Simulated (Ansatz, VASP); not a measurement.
# Ti in VASP and in Ansatz

```
Ti
1.0
     4.65557    0.00000    0.00000
    -2.32778    4.03184    0.00000
     0.00000    0.00000    2.87905
Ti
3
Direct
  0.98100 0.96200 0.00000
  0.34283 0.68567 0.50000
  0.67617 0.35233 0.50000
```

Change from the starting cell: mode 6 frozen in at -0.151 Å, equal normal strain along x, y and z +0.0167.

Alike in both runs: task single point; functional PBE; k mesh 12 × 12 × 14; occupations gaussian, width 0.15 eV; no spin polarisation.

|  | VASP | Ansatz |
| --- | --- | --- |
| version | VASP 6.6.1 | Ansatz 0.2.0 |
| potentials or method | VASP PAW PBE potentials, release 64 (Ti_sv), cutoff 500 eV | scalar-relativistic, plane waves, PAW |
| valence electrons in the cell | 36 | 36 |

```tsv
	VASP	Ansatz	Ansatz less VASP
gap on the k mesh at the Fermi level (eV)	none	none	-
pressure (GPa)	-4.1	-3.9	+0.20
traceless stress, the component that is largest in VASP (GPa)	1.29	1.30	+0.007
rms of the force components (eV/Å)	0.293	0.296	+0.0024
```

Atom by atom the forces differ by 0.002 eV/Å (rms over components). A gap of «none» marks a metal or a gap that the smearing closes.
